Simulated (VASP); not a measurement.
Si2Ni:

```
Si Ni
1.0
     0.00000    2.67548    2.67548
     2.67548    0.00000    2.67548
     2.67548    2.67548    0.00000
Si Ni
2 1
Direct
  0.25000 0.25000 0.25000
  0.75000 0.75000 0.75000
  0.00000 0.00000 0.00000
```

Base run:

* Program: VASP 6.6.1
* Functional: LDA
* Potentials or basis: VASP PAW LDA potentials, release 64 (Si, Ni)
* Cutoff: 520 eV
* k mesh: 14 × 14 × 14
* Occupations: gaussian, width 0.15 eV
* Spin: collinear spin, ferromagnetic start
* Starting moments: [0.0, 0.0, 0.875] μB
* Fixed moment: 0.875 μB

Its results: pressure 3.4 GPa; site moments Si +0.11; Ni +0.40 μB.

Question: The run is repeated on the same cell with these changes: fixed moment from 0.875 μB to 0.25 μB; moments at the start from [0.0, 0.0, 0.88] to [0.0, 0.0, 0.25]. What comes out?

Answer: Pressure 0.1 GPa; site moments Si +0.03; Ni +0.13 μB.

Caveats: the total moment is fixed, so each spin has its own Fermi level.
